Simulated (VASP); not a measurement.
A run of VASP 6.6.1:

INCAR

```
PREC = Accurate ; ENCUT = 520
EDIFF = 1E-7 ; ISMEAR = 0
SIGMA = 0.1 ; LREAL = F
LASPH = T ; NELM = 60
ALGO = Normal ; ISIF = 2
LWAVE = F ; LCHARG = F
LDIPOL = T ; IDIPOL = 3
DIPOL = 0.5 0.5 0.355 ; GGA = PS
IBRION = 2 ; NSW = 36
EDIFFG = -0.025
```

KPOINTS

```
regular mesh
0
Gamma
  9 9 1
```

POSCAR

```
Mo4C
1.0
    3.1294301618      0.0000000000      0.0000000000
    0.0000000000      3.1294301618      0.0000000000
    0.0000000000      0.0000000000     20.0433475010
Mo C
4 1
Selective dynamics
Direct
    0.5000000000      0.5000000000      0.1995674625  F F F
    0.0000000000      0.0000000000      0.2776340170  F F F
    0.5000000000      0.5000000000      0.3579998479  F F F
    0.0000000000      0.0000000000      0.4262435454  F F F
    0.1250000000      0.1250000000      0.5130553916  F F T
```

Potentials or basis: VASP PAW PBE potentials, release 64 (Mo_sv, C).

The run is started by

```bash
$ cat potpaw_PBE.64/Mo_sv/POTCAR potpaw_PBE.64/C/POTCAR > POTCAR
$ mpirun -np 1 vasp_std > vasp.out
```

Hardware: 1 thread of Intel(R) Xeon(R) 6975P-C (Granite Rapids) (shared host).

Estimate the wall time of this run.

Run time: 3.3 min on 1 thread of Intel(R) Xeon(R) 6975P-C (Granite Rapids) (shared host), peak memory 0.37 GiB. Counts: scf iterations 47, k points 25, ion steps 2.
